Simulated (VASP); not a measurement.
# Be4Se3 (Cmmm) in VASP: single point with PBE

Aim: the single point of Be4Se3 with PBE.

All numbers are computed with VASP 6.6.1; they aren't measurements. Logs are shortened: lines on timing, memory, paths and dates and some standing lists are left out, and cuts for length are marked.

## Step 1: The cell of the first run

It takes space group Cmmm (No. 65, orthorhombic). Conventional cell: a = 6.805 Å, b = 8.605 Å, c = 6.577 Å, α = 90.00°, β = 90.00°, γ = 90.00°. Within 2.7 Å of Be (site symmetry mm2) lie 3 Se at 2.01 to 2.22 Å and 1 Be at 2.55 Å. Within 2.9 Å of Be (site symmetry 2/m) lie 2 Se at 2.15 Å. Within 2.9 Å of Se (site symmetry 2mm) lie 4 Be at 2.15 to 2.22 Å. Se (site symmetry mmm) has 2 Be at 2.01 Å within 2.7 Å.

## Step 2: Single point, PBE

Input file INCAR:

```
SYSTEM = Be4Se3
PREC = Accurate
ENCUT = 520
EDIFF = 1E-7
ISMEAR = 0
SIGMA = 0.2
LREAL = .False.
LASPH = .True.
NELM = 100
ALGO = Normal
ISIF = 2
LWAVE = .False.
LCHARG = .False.
GGA = PE
NBANDS = 22
```

Input file KPOINTS:

```
Automatic mesh
0
Gamma
  4 4 3
  0 0 0
```

Input file POSCAR:

```
Be4Se3
1.0
    3.4023324688     -4.3025133776      0.0000000000
    3.4023324688      4.3025133776      0.0000000000
    0.0000000000      0.0000000000      6.5769990645
Be Se
4 3
Direct
    0.0000000000      0.0000000000      0.6942349140
    0.0000000000      0.0000000000      0.3057650860
    0.0000000000      0.5000000000      0.5000000000
    0.5000000000      0.0000000000      0.5000000000
    0.7339369168      0.7339369168      0.5000000000
    0.2660630832      0.2660630832      0.5000000000
    0.0000000000      0.0000000000      0.0000000000
```

Potentials or basis: VASP PAW PBE potentials, release 64 (Be, Se).

The run is started by

```console
$ cat potpaw_PBE.64/Be/POTCAR potpaw_PBE.64/Se/POTCAR > POTCAR
$ mpirun -np 1 vasp_std > vasp.out
```

OUTCAR:

```text
SYSTEM = Be4Se3
   PREC = Accurate
   ENCUT = 520
   EDIFF = 1E-7
   ISMEAR = 0
   LREAL = .False.
   LASPH = .True.
   NELM = 100
   ISIF = 2
   GGA = PE

 ion  position               nearest neighbor table
   1  0.000  0.000  0.694-   7 2.01   6 2.22   5 2.22
   2  0.000  0.000  0.306-   7 2.01   6 2.22   5 2.22
   3  0.000  0.500  0.500-   5 2.15   6 2.15
   4  0.500  0.000  0.500-   5 2.15   6 2.15
   5  0.734  0.734  0.500-   3 2.15   4 2.15   1 2.22   2 2.22
   6  0.266  0.266  0.500-   3 2.15   4 2.15   1 2.22   2 2.22
   7  0.000  0.000  0.000-   1 2.01   2 2.01

  LATTYP: Found a base centered orthorhombic cell.
 ALAT       =     6.8046649376
 B/A-ratio  =     1.2645775852
 C/A-ratio  =     0.9665426769

  Lattice vectors:

 A1 = (   3.4023324688,  -4.3025133776,   0.0000000000)
 A2 = (   3.4023324688,   4.3025133776,   0.0000000000)
 A3 = (   0.0000000000,   0.0000000000,   6.5769990645)

Analysis of symmetry for initial positions (statically):
=====================================================================
 Subroutine PRICEL returns:
 Original cell was already a primitive cell.

 Routine SETGRP: Setting up the symmetry group for a
 base centered orthorhombic supercell.

 Subroutine GETGRP returns: Found  8 space group operations
 (whereof  8 operations were pure point group operations)
 out of a pool of  8 trial point group operations.

The static configuration has the point symmetry D_2h.

Analysis of symmetry for dynamics (positions and initial velocities):
=====================================================================
 Subroutine PRICEL returns:
 Original cell was already a primitive cell.

 Routine SETGRP: Setting up the symmetry group for a
 base centered orthorhombic supercell.

 Subroutine GETGRP returns: Found  8 space group operations
 (whereof  8 operations were pure point group operations)
 out of a pool of  8 trial point group operations.

The dynamic configuration has the point symmetry D_2h.

 Subroutine INISYM returns: Found  8 space group operations
 (whereof  8 operations are pure point group operations),
 and found     1 'primitive' translations

----------------------------------------------------------------------------------------

                                     Primitive cell

  volume of cell :     192.5559

  direct lattice vectors                    reciprocal lattice vectors
     3.402332469 -4.302513378  0.000000000     0.146958007 -0.116211144  0.000000000
     3.402332469  4.302513378  0.000000000     0.146958007  0.116211144  0.000000000
     0.000000000  0.000000000  6.576999064     0.000000000  0.000000000  0.152045027

  length of vectors
     5.485206249  5.485206249  6.576999064     0.187354439  0.187354439  0.152045027

  position of ions in fractional coordinates (direct lattice)
     0.000000000  0.000000000  0.694234914
     0.000000000  0.000000000  0.305765086
     1.000000000  0.500000000  0.500000000
     0.500000000  1.000000000  0.500000000
     0.733936917  0.733936917  0.500000000
     0.266063083  0.266063083  0.500000000
     0.000000000  0.000000000  0.000000000

  ion indices of the primitive-cell ions
   primitive index   ion index
                 1           1
                 2           2
                 3           3
                 4           4
                 5           5
                 6           6
                 7           7

----------------------------------------------------------------------------------------

 KPOINTS: Automatic mesh

Automatic generation of k-mesh.
 Grid dimensions read from file:
 generate k-points for:    4    4    3

 Generating k-lattice:

  Cartesian coordinates                     Fractional coordinates (reciprocal lattice)
     0.036739502 -0.029052786  0.000000000     0.250000000 -0.000000000  0.000000000
     0.036739502  0.029052786  0.000000000    -0.000000000  0.250000000  0.000000000
     0.000000000  0.000000000  0.050681676     0.000000000  0.000000000  0.333333333

  Length of vectors
     0.046838610  0.046838610  0.050681676

  Shift w.r.t. Gamma in fractional coordinates (k-lattice)
     0.000000000  0.000000000  0.000000000

 Subroutine IBZKPT returns following result:
 ===========================================

 Found     14 irreducible k-points:

 Following reciprocal coordinates:
            Coordinates               Weight
  0.000000  0.000000  0.000000      1.000000
  0.250000  0.000000  0.000000      4.000000
  0.500000  0.000000  0.000000      2.000000
  0.250000  0.250000  0.000000      2.000000
  0.500000  0.250000  0.000000      4.000000
 -0.250000  0.250000  0.000000      2.000000
  0.500000  0.500000  0.000000      1.000000
  0.000000  0.000000  0.333333      2.000000
  0.250000  0.000000  0.333333      8.000000
  0.500000  0.000000  0.333333      4.000000
  0.250000  0.250000  0.333333      4.000000
  0.500000  0.250000  0.333333      8.000000
 -0.250000  0.250000  0.333333      4.000000
  0.500000  0.500000  0.333333      2.000000
   k-points           NKPTS =     14   k-points in BZ     NKDIM =     14   number of bands    NBANDS=     22
   number of dos      NEDOS =    301   number of ions     NIONS =      7
   total plane-waves  NPLWV =  88200
   dimension x,y,z NGX =    42 NGY =   42 NGZ =   50
   dimension x,y,z NGXF=    84 NGYF=   84 NGZF=  100
   ions per type =               4   3
   NGX,Y,Z   is equivalent  to a cutoff of  12.73, 12.73, 12.64 a.u.
   NGXF,Y,Z  is equivalent  to a cutoff of  25.46, 25.46, 25.28 a.u.
 SYSTEM =  Be4Se3
   PREC   = accura    normal or accurate (medium, high low for compatibility)
   ISTART =      0    job   : 0-new  1-cont  2-samecut
   ICHARG =      2    charge: 1-file 2-atom 10-const
   ISPIN  =      1    spin polarized calculation?
   LNONCOLLINEAR =      F non collinear calculations
   LSORBIT =      F    spin-orbit coupling
   LASPH  =      T    aspherical Exc in radial PAW
   ENCUT  =  520.0 eV  38.22 Ry    6.18 a.u.  10.20 10.20 12.23*2*pi/ulx,y,z
   NELM   =    100;   NELMIN=  2; NELMDL= -5     # of ELM steps
   EDIFF  = 0.1E-06   stopping-criterion for ELM
   LREAL  =      F    real-space projection
   EDIFFG = 0.1E-05   stopping-criterion for IOM
   NSW    =      0    number of steps for IOM
   IBRION =     -1    ionic relax: 0-MD 1-quasi-New 2-CG
   NFREE  =      0    steps in history (QN), initial steepest desc. (CG)
   ISIF   =      2    stress and relaxation
   ISYM   =      2    0-nonsym 1-usesym 2-fastsym
   POTIM  = 0.5000    time-step for ionic-motion
   TEBEG  =    0.0;   TEEND  =   0.0 temperature during run
   PSTRESS=    0.0 pullay stress
   NELECT =      26.0000    total number of electrons
   NUPDOWN=      -1.0000    fix difference up-down
   EMIN   =  10.00;   EMAX   =-10.00  energy-range for DOS
   EFERMI =   0.00;   METHOD = LEGACY
   ISMEAR =     0;   SIGMA  =   0.20  broadening in eV -4-tet -1-fermi 0-gaus
   EFERMI_NEDOS =   21; number of points for ismear=-14 and -15
   IALGO  =     38    algorithm
   IMIX   =      4    mixing-type and parameters
     AMIX     =   0.40;   BMIX     =  1.00
     AMIX_MAG =   1.60;   BMIX_MAG =  1.00
  volume/ion in A,a.u.               =      27.51       185.63
  Fermi-wavevector in a.u.,A,eV,Ry     =   0.839873  1.587130  9.597371  0.705387
  Thomas-Fermi vector in A             =   1.954163
   LORBIT       =      0    0 simple, 1 ext, 2 COOP (PROOUT), +10 PAW based schemes
   GGA     = PE    functional components
   LHFCALC =     F    Hartree Fock is set to
   AEXX    =    0.0000 exact exchange contribution
   IVDW    =     0    specifies the selected vdW correction
   LEPSILON=     F    determine dielectric tensor
   LRPA    =     F    only Hartree local field effects (RPA)
 non-spin polarized calculation
 Gauss-broadening in eV      SIGMA  =   0.20
  energy-cutoff  :      520.00
  volume of cell :      192.56
 maximum number of plane-waves:      5200
 NGX is ok and might be reduce to    42
   NGX = 21   NGY = 21   NGZ = 25

 number of electron      25.9999999 magnetization

 Free energy of the ion-electron system (eV)
  ---------------------------------------------------
  ext. energy  EPLUGINS =         0.00000000
  ---------------------------------------------------
  free energy    TOTEN  =       -23.62412051 eV

  energy without entropy =      -23.59113857  energy(sigma->0) =      -23.60762954

 E-fermi :   1.0258     XC(G=0):  -6.9445

 val. band max:        1.0058457698   @ k =   0.5000   0.2500   0.0000
 cond. band min:       1.0459620558   @ k =   0.2500   0.2500   0.3333
 fundamental gap:      0.0401162860
 Fermi energy:         1.0257617088

 k-point     1 :       0.0000    0.0000    0.0000
  band No.  band energies     occupation
      1     -14.0550      2.00000
      2     -13.1996      2.00000
      3     -11.4712      2.00000
      4      -5.4390      2.00000
      5      -5.0341      2.00000
      6      -4.9896      2.00000
[... 14 lines left out ...]
     21       5.7625      0.00000
     22       5.8271      0.00000

 k-point     2 :       0.2500    0.0000    0.0000
  band No.  band energies     occupation
      1     -13.9445      2.00000
      2     -13.3380      2.00000
      3     -11.4638      2.00000
      4      -5.2573      2.00000
      5      -5.1291      2.00000
      6      -5.0105      2.00000
[... 14 lines left out ...]
     21       5.4073      0.00000
     22       5.6766      0.00000

 k-point     3 :       0.5000    0.0000    0.0000
  band No.  band energies     occupation
      1     -13.7039      2.00000
      2     -13.6060      2.00000
      3     -11.4567      2.00000
      4      -5.3996      2.00000
      5      -5.1997      2.00000
      6      -4.7329      2.00000
[... 14 lines left out ...]
     21       5.9910      0.00000
     22       6.0806      0.00000
[... 226 lines left out ...]
 k-point    13 :      -0.2500    0.2500    0.3333
  band No.  band energies     occupation
      1     -14.0008      2.00000
      2     -13.2157      2.00000
      3     -11.5053      2.00000
      4      -5.7788      2.00000
      5      -5.7182      2.00000
      6      -4.6720      2.00000
[... 14 lines left out ...]
     21       5.5427      0.00000
     22       5.9265      0.00000

 k-point    14 :       0.5000    0.5000    0.3333
  band No.  band energies     occupation
      1     -13.9566      2.00000
      2     -13.2330      2.00000
      3     -11.4970      2.00000
      4      -6.2286      2.00000
      5      -5.9983      2.00000
      6      -4.2937      2.00000
[... 14 lines left out ...]
     21       5.3401      0.00000
     22       5.6606      0.00000

------------------------ aborting loop because EDIFF is reached ----------------------------------------

  FORCE on cell =-STRESS in cart. coord.  units (eV):
  Direction    XX          YY          ZZ          XY          YZ          ZX
  --------------------------------------------------------------------------------------
  -------------------------------------------------------------------------------------
  Total        0.3223681      0.3069988      0.8995507     -0.0000000      0.0000000      0.0000000
  in kB        2.6822911      2.5544093      7.4847871     -0.0000000      0.0000000      0.0000000
  external PRESSURE =       4.2404958 kB  Pullay stress =       0.0000000 kB

 VOLUME and BASIS-vectors are now :
 -----------------------------------------------------------------------------
  energy-cutoff  :      520.00
  volume of cell :      192.56
      direct lattice vectors                 reciprocal lattice vectors
     3.402332469 -4.302513378  0.000000000     0.146958007 -0.116211144  0.000000000
     3.402332469  4.302513378  0.000000000     0.146958007  0.116211144  0.000000000
     0.000000000  0.000000000  6.576999064     0.000000000  0.000000000  0.152045027

 POSITION                                       TOTAL-FORCE (eV/Angst)
 -----------------------------------------------------------------------------------
      0.00000      0.00000      4.56598         0.000000     -0.000000      0.003395
      0.00000      0.00000      2.01102         0.000000     -0.000000     -0.003395
      1.70117      2.15126      3.28850         0.000000      0.000000      0.000000
      1.70117     -2.15126      3.28850         0.000000     -0.000000      0.000000
      4.99419      0.00000      3.28850        -0.028235     -0.000000      0.000000
      1.81047      0.00000      3.28850         0.028235     -0.000000      0.000000
      0.00000      0.00000      0.00000         0.000000     -0.000000      0.000000
 -----------------------------------------------------------------------------------
    total drift:                                0.000000     -0.000000      0.000000

  FREE ENERGIE OF THE ION-ELECTRON SYSTEM (eV)
  ---------------------------------------------------
  free  energy   TOTEN  =       -23.6241205148 eV

  energy  without entropy=      -23.5911385729  energy(sigma->0) =      -23.60762954
```

Run time: 29 s. Hardware: 1 thread of Intel Xeon 6975P-C (Granite Rapids), shared host; peak memory 0.29 GiB.

What came out:

| Quantity | Value |
| --- | --- |
| Free energy | -23.6241 eV |
| Pressure | 0.4 GPa |
| Largest force | 0.028 eV/Å |
| Band gap on the k mesh | zero (band 13 reaches 1.54 eV, above the bottom of band 14 at 0.14 eV) |

Forces in eV/Å, atoms in the order of the input:
```
Be   0.000  0.000  0.003
Be   0.000  0.000 -0.003
Be   0.000  0.000  0.000
Be   0.000  0.000  0.000
Se  -0.028  0.000  0.000
Se   0.028  0.000  0.000
Se   0.000  0.000  0.000
```

Stress tensor (GPa, compression positive):
```
0.27 0.00 0.00
0.00 0.26 0.00
0.00 0.00 0.75
```
